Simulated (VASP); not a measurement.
# SnO2 (Pm) in VASP: further runs

SnO2 is run at these levels: PBE; tasks: single point.

All numbers are computed with VASP 6.6.1; they aren't measurements. Logs are shortened: lines on timing, memory, paths and dates and some standing lists are left out, and cuts for length are marked.

### 1 The cell of the first run

Symmetry: Pm, No. 6, monoclinic system. The conventional cell has a = 4.828 Å, b = 3.238 Å, c = 11.155 Å, α = 90.00°, β = 90.00°, γ = 90.00°. Sn (site symmetry m) has 6 O at 2.09 Å within 2.8 Å. Within 2.8 Å of Sn (site symmetry m) lie 6 O at 2.09 Å. Within 2.8 Å of Sn (site symmetry m) lie 3 O at 2.09 Å. Sn (site symmetry m) has 6 O at 2.09 Å within 2.8 Å. Within 2.8 Å of O (site symmetry m) lie 3 Sn at 2.09 Å. Within 2.8 Å of O (site symmetry m) lie 3 Sn at 2.09 Å and 1 O at 2.64 Å. Within 2.8 Å of O (site symmetry m) lie 3 Sn at 2.09 Å and 1 O at 2.64 Å. Within 2.8 Å of O (site symmetry m) lie 3 Sn at 2.09 Å and 1 O at 2.64 Å.

### 2 Single point, PBE (the distance across one plane changed)

INCAR

```
PREC = Accurate ; ENCUT = 520
EDIFF = 1E-6 ; ISMEAR = 0
SIGMA = 0.05 ; LREAL = False
LASPH = True ; NELM = 80
ALGO = Normal ; ISIF = 2
LWAVE = False ; LCHARG = True
GGA = PE ; LELF = True
LVHAR = True ; NBANDS = 64
```

KPOINTS

```
Automatic mesh
0
Gamma
  6 8 3
```

POSCAR

```
SnO2
1.0
    0.0000000000     -4.8277049970      0.0000000000
    0.0000000000      0.0000000000     -3.2379909379
   11.1554099939      0.0000000000      0.0000000000
Sn O
4 8
Direct
    1.0000000000      0.0000000000      0.6073034004
    1.0000000000      0.0000000000      0.1745353534
    0.5000000000      0.5000000000      0.8236874239
    0.5000000000      0.5000000000      0.3909193769
    0.6933949136      0.0000000000      0.7399922849
    0.6933949136      0.0000000000      0.3072242378
    0.1933949136      0.5000000000      0.6909985395
    0.1933949136      0.5000000000      0.2582304924
    0.3066050864      0.0000000000      0.0418464689
    0.3066050864      0.0000000000      0.4746145160
    0.8066050864      0.5000000000      0.0908402143
    0.8066050864      0.5000000000      0.5236082613
```

Potentials or basis: VASP PAW PBE potentials, release 64 (Sn_d, O).

Command:

```console
$ cat potpaw_PBE.64/Sn_d/POTCAR potpaw_PBE.64/O/POTCAR > POTCAR
$ mpirun -np 1 vasp_std > vasp.out
```

OUTCAR:

```text
PREC = Accurate
   ENCUT = 520
   EDIFF = 1E-6
   ISMEAR = 0
   LREAL = False
   LASPH = True
   NELM = 80
   ISIF = 2
   GGA = PE

 ion  position               nearest neighbor table
   1  0.000  0.000  0.607-   7 2.09  12 2.09   7 2.09  12 2.09  10 2.09   5 2.09
   2  0.000  0.000  0.175-   8 2.09   8 2.09  11 2.09  11 2.09   6 2.09   9 2.09
   3  0.500  0.500  0.824-   5 2.09   5 2.09   7 2.09
   4  0.500  0.500  0.391-   6 2.09  10 2.09   6 2.09  10 2.09  12 2.09   8 2.09
   5  0.693  0.000  0.740-   3 2.09   3 2.09   1 2.09
   6  0.693  0.000  0.307-   4 2.09   4 2.09   2 2.09
   7  0.193  0.500  0.691-   1 2.09   1 2.09   3 2.09
   8  0.193  0.500  0.258-   2 2.09   2 2.09   4 2.09
   9  0.307  0.000  0.042-   2 2.09
  10  0.307  0.000  0.475-   4 2.09   4 2.09   1 2.09
  11  0.807  0.500  0.091-   2 2.09   2 2.09
  12  0.807  0.500  0.524-   1 2.09   1 2.09   4 2.09

  LATTYP: Found a simple orthorhombic cell.
 ALAT       =     3.2379909379
 B/A-ratio  =     1.4909569204
 C/A-ratio  =     3.4451640563

  Lattice vectors:

 A1 = (   0.0000000000,   0.0000000000,   3.2379909379)
 A2 = (   0.0000000000,  -4.8277049970,   0.0000000000)
 A3 = (  11.1554099939,   0.0000000000,   0.0000000000)

Analysis of symmetry for initial positions (statically):
=====================================================================
 Subroutine PRICEL returns:
 Original cell was already a primitive cell.

 Routine SETGRP: Setting up the symmetry group for a
 simple orthorhombic supercell.

 Subroutine GETGRP returns: Found  2 space group operations
 (whereof  2 operations were pure point group operations)
 out of a pool of  8 trial point group operations.

The static configuration has the point symmetry C_1h.

Analysis of symmetry for dynamics (positions and initial velocities):
=====================================================================
 Subroutine PRICEL returns:
 Original cell was already a primitive cell.

 Routine SETGRP: Setting up the symmetry group for a
 simple orthorhombic supercell.

 Subroutine GETGRP returns: Found  2 space group operations
 (whereof  2 operations were pure point group operations)
 out of a pool of  8 trial point group operations.

The dynamic configuration has the point symmetry C_1h.

 Subroutine INISYM returns: Found  2 space group operations
 (whereof  2 operations are pure point group operations),
 and found     1 'primitive' translations

----------------------------------------------------------------------------------------

                                     Primitive cell

  volume of cell :     174.3821

  direct lattice vectors                    reciprocal lattice vectors
     0.000000000 -4.827704997  0.000000000     0.000000000 -0.207137760  0.000000000
     0.000000000  0.000000000 -3.237990938     0.000000000  0.000000000 -0.308833477
    11.155409994  0.000000000  0.000000000     0.089642604  0.000000000  0.000000000

  length of vectors
     4.827704997  3.237990938 11.155409994     0.207137760  0.308833477  0.089642604

  position of ions in fractional coordinates (direct lattice)
     0.000000000  0.000000000  0.607303400
     0.000000000  0.000000000  0.174535353
     0.500000000  0.500000000  0.823687424
     0.500000000  0.500000000  0.390919377
     0.693394914  0.000000000  0.739992285
     0.693394914  0.000000000  0.307224238
     0.193394914  0.500000000  0.690998540
     0.193394914  0.500000000  0.258230492
     0.306605086  0.000000000  0.041846469
     0.306605086  0.000000000  0.474614516
     0.806605086  0.500000000  0.090840214
     0.806605086  0.500000000  0.523608261

  ion indices of the primitive-cell ions
   primitive index   ion index
                 1           1
                 2           2
                 3           3
                 4           4
                 5           5
                 6           6
                 7           7
                 8           8
                 9           9
                10          10
                11          11
                12          12

----------------------------------------------------------------------------------------

 KPOINTS: Automatic mesh

Automatic generation of k-mesh.
 Grid dimensions read from file:
 generate k-points for:    6    8    3

 Generating k-lattice:

  Cartesian coordinates                     Fractional coordinates (reciprocal lattice)
     0.000000000 -0.034522960  0.000000000     0.166666667  0.000000000  0.000000000
     0.000000000  0.000000000 -0.038604185     0.000000000  0.125000000  0.000000000
     0.029880868  0.000000000  0.000000000     0.000000000  0.000000000  0.333333333

  Length of vectors
     0.034522960  0.038604185  0.029880868

  Shift w.r.t. Gamma in fractional coordinates (k-lattice)
     0.000000000  0.000000000  0.000000000

 Subroutine IBZKPT returns following result:
 ===========================================

 Found     50 irreducible k-points:

 Following reciprocal coordinates:
            Coordinates               Weight
  0.000000  0.000000  0.000000      1.000000
  0.166667  0.000000  0.000000      2.000000
  0.333333  0.000000  0.000000      2.000000
  0.500000  0.000000  0.000000      1.000000
  0.000000  0.125000  0.000000      2.000000
  0.166667  0.125000  0.000000      4.000000
[... 16 lines left out ...]
  0.166667  0.000000 -0.333333      2.000000
  0.333333  0.000000  0.333333      2.000000
 [... further k-points ...]
   k-points           NKPTS =     50   k-points in BZ     NKDIM =     50   number of bands    NBANDS=     64
   number of dos      NEDOS =    301   number of ions     NIONS =     12
   total plane-waves  NPLWV =  72576
   dimension x,y,z NGX =    36 NGY =   24 NGZ =   84
   dimension x,y,z NGXF=    72 NGYF=   48 NGZF=  168
   ions per type =               4   8
   NGX,Y,Z   is equivalent  to a cutoff of  12.40, 12.32, 12.52 a.u.
   NGXF,Y,Z  is equivalent  to a cutoff of  24.79, 24.64, 25.04 a.u.
 SYSTEM =  unknown system
   PREC   = accura    normal or accurate (medium, high low for compatibility)
   ISTART =      0    job   : 0-new  1-cont  2-samecut
   ICHARG =      2    charge: 1-file 2-atom 10-const
   ISPIN  =      1    spin polarized calculation?
   LNONCOLLINEAR =      F non collinear calculations
   LSORBIT =      F    spin-orbit coupling
   LASPH  =      T    aspherical Exc in radial PAW
   ENCUT  =  520.0 eV  38.22 Ry    6.18 a.u.   8.98  6.02 20.74*2*pi/ulx,y,z
   NELM   =     80;   NELMIN=  2; NELMDL= -5     # of ELM steps
   EDIFF  = 0.1E-05   stopping-criterion for ELM
   LREAL  =      F    real-space projection
   EDIFFG = 0.1E-04   stopping-criterion for IOM
   NSW    =      0    number of steps for IOM
   IBRION =     -1    ionic relax: 0-MD 1-quasi-New 2-CG
   NFREE  =      0    steps in history (QN), initial steepest desc. (CG)
   ISIF   =      2    stress and relaxation
   ISYM   =      2    0-nonsym 1-usesym 2-fastsym
   POTIM  = 0.5000    time-step for ionic-motion
   TEBEG  =    0.0;   TEEND  =   0.0 temperature during run
   PSTRESS=    0.0 pullay stress
   NELECT =     104.0000    total number of electrons
   NUPDOWN=      -1.0000    fix difference up-down
   EMIN   =  10.00;   EMAX   =-10.00  energy-range for DOS
   EFERMI =   0.00;   METHOD = LEGACY
   ISMEAR =     0;   SIGMA  =   0.05  broadening in eV -4-tet -1-fermi 0-gaus
   EFERMI_NEDOS =   21; number of points for ismear=-14 and -15
   IALGO  =     38    algorithm
   IMIX   =      4    mixing-type and parameters
     AMIX     =   0.40;   BMIX     =  1.00
     AMIX_MAG =   1.60;   BMIX_MAG =  1.00
  volume/ion in A,a.u.               =      14.53        98.07
  Fermi-wavevector in a.u.,A,eV,Ry     =   1.378009  2.604059 25.836214  1.898908
  Thomas-Fermi vector in A             =   2.503110
   LORBIT       =      0    0 simple, 1 ext, 2 COOP (PROOUT), +10 PAW based schemes
   GGA     = PE    functional components
   LHFCALC =     F    Hartree Fock is set to
   AEXX    =    0.0000 exact exchange contribution
   IVDW    =     0    specifies the selected vdW correction
   LEPSILON=     F    determine dielectric tensor
   LRPA    =     F    only Hartree local field effects (RPA)
 non-spin polarized calculation
 Gauss-broadening in eV      SIGMA  =   0.05
  energy-cutoff  :      520.00
  volume of cell :      174.38
 maximum number of plane-waves:      4740
 NGX is ok and might be reduce to    36
   NGX = 17   NGY = 13   NGZ = 41

 number of electron     103.9999994 magnetization

 Free energy of the ion-electron system (eV)
  ---------------------------------------------------
  ext. energy  EPLUGINS =         0.00000000
  ---------------------------------------------------
  free energy    TOTEN  =       -69.38951627 eV

  energy without entropy =      -69.38174597  energy(sigma->0) =      -69.38563112

 E-fermi :   4.4246     XC(G=0): -10.1323

 val. band max:        4.4238812315   @ k =   0.1667   0.0000   0.3333
 cond. band min:       4.4354500694   @ k =   0.5000   0.0000   0.3333
 fundamental gap:      0.0115688379
 Fermi energy:         4.4245587974

 k-point     1 :       0.0000    0.0000    0.0000
  band No.  band energies     occupation
      1     -17.5323      2.00000
      2     -17.1095      2.00000
      3     -16.8457      2.00000
      4     -16.8356      2.00000
      5     -16.8135      2.00000
      6     -16.7879      2.00000
[... 56 lines left out ...]
     63      12.9355      0.00000
     64      14.0099      0.00000

 k-point     2 :       0.1667    0.0000    0.0000
  band No.  band energies     occupation
      1     -17.5122      2.00000
      2     -17.1415      2.00000
      3     -16.8529      2.00000
      4     -16.8359      2.00000
      5     -16.8078      2.00000
      6     -16.7882      2.00000
[... 56 lines left out ...]
     63      13.0503      0.00000
     64      13.9851      0.00000

 k-point     3 :       0.3333    0.0000    0.0000
  band No.  band energies     occupation
      1     -17.4578      2.00000
      2     -17.2192      2.00000
      3     -16.8583      2.00000
      4     -16.8364      2.00000
      5     -16.8116      2.00000
      6     -16.7888      2.00000
[... 1396 lines left out ...]
     63      13.0605      0.00000
     64      14.0198      0.00000

 k-point    24 :       0.3333    0.0000    0.3333
  band No.  band energies     occupation
      1     -17.4578      2.00000
      2     -17.2192      2.00000
      3     -16.8583      2.00000
      4     -16.8364      2.00000
      5     -16.8116      2.00000
      6     -16.7888      2.00000
[... 56 lines left out ...]
     63      13.6020      0.00000
     64      13.8815      0.00000

 [... further k-points ...]
[... 5 lines left out ...]
  --------------------------------------------------------------------------------------
  -------------------------------------------------------------------------------------
  Total       -3.5619059      1.0392813      2.8985701     -1.2130245      0.0000000      0.0000000
  in kB      -32.7258654      9.5486464     26.6313082    -11.1449537      0.0000000      0.0000000
  external PRESSURE =       1.1513630 kB  Pullay stress =       0.0000000 kB

 VOLUME and BASIS-vectors are now :
 -----------------------------------------------------------------------------
  energy-cutoff  :      520.00
  volume of cell :      174.38
      direct lattice vectors                 reciprocal lattice vectors
     0.000000000 -4.827704997  0.000000000     0.000000000 -0.207137760  0.000000000
     0.000000000  0.000000000 -3.237990938     0.000000000  0.000000000 -0.308833477
    11.155409994  0.000000000  0.000000000     0.089642604  0.000000000  0.000000000

 POSITION                                       TOTAL-FORCE (eV/Angst)
 -----------------------------------------------------------------------------------
      6.77472      0.00000      0.00000        -1.392394     -0.104475      0.000000
      1.94701      0.00000      0.00000        -1.023380      0.152417      0.000000
      9.18857     -2.41385     -1.61900         1.663863      0.391259      0.000000
      4.36087     -2.41385     -1.61900        -1.126609      0.155467      0.000000
      8.25492     -3.34751      0.00000         0.544657     -0.066724      0.000000
      3.42721     -3.34751      0.00000         0.490818      0.145746      0.000000
      7.70837     -0.93365     -1.61900         0.567935      0.016245      0.000000
      2.88067     -0.93365     -1.61900         0.806594     -0.422911      0.000000
      0.46681     -1.48020      0.00000        -1.140582     -0.224360      0.000000
      5.29452     -1.48020      0.00000         0.633853      0.230553      0.000000
      1.01336     -3.89405     -1.61900        -0.527376     -0.163211      0.000000
      5.84106     -3.89405     -1.61900         0.502623     -0.110006      0.000000
 -----------------------------------------------------------------------------------
    total drift:                               -0.001126      0.000643     -0.000000

  FREE ENERGIE OF THE ION-ELECTRON SYSTEM (eV)
  ---------------------------------------------------
  free  energy   TOTEN  =       -69.3895162651 eV

  energy  without entropy=      -69.3817459686  energy(sigma->0) =      -69.38563112
```

It took 4.3 min on 1 thread of Intel Xeon 6975P-C (Granite Rapids), shared host; peak memory 0.5 GiB.

Results:

```yaml
Free_energy: -69.3895 eV
Pressure: 0.1 GPa
Largest_force: 1.709 eV/Å
Band_gap_on_the_k_mesh: zero (bands 52 and 53 overlap by 0.08 eV)
```

Forces on the atoms (eV/Å):
```
Sn  -1.392 -0.104  0.000
Sn  -1.023  0.152  0.000
Sn   1.664  0.391  0.000
Sn  -1.127  0.155  0.000
O    0.545 -0.067  0.000
O    0.491  0.146  0.000
O    0.568  0.016  0.000
O    0.807 -0.423  0.000
O   -1.141 -0.224  0.000
O    0.634  0.231  0.000
O   -0.527 -0.163  0.000
O    0.503 -0.110  0.000
```

Caveat: the cell differs from its parent crystal (the distance across one plane changed); semilocal functionals underestimate gaps, so a narrow gap can read as zero; spin-orbit coupling is left out, which moves the levels of the heavy elements; forces of over 1 eV/Å act on the atoms, so gaps and moduli don't describe the material at rest.

(Part 1 of 2 ends here.)
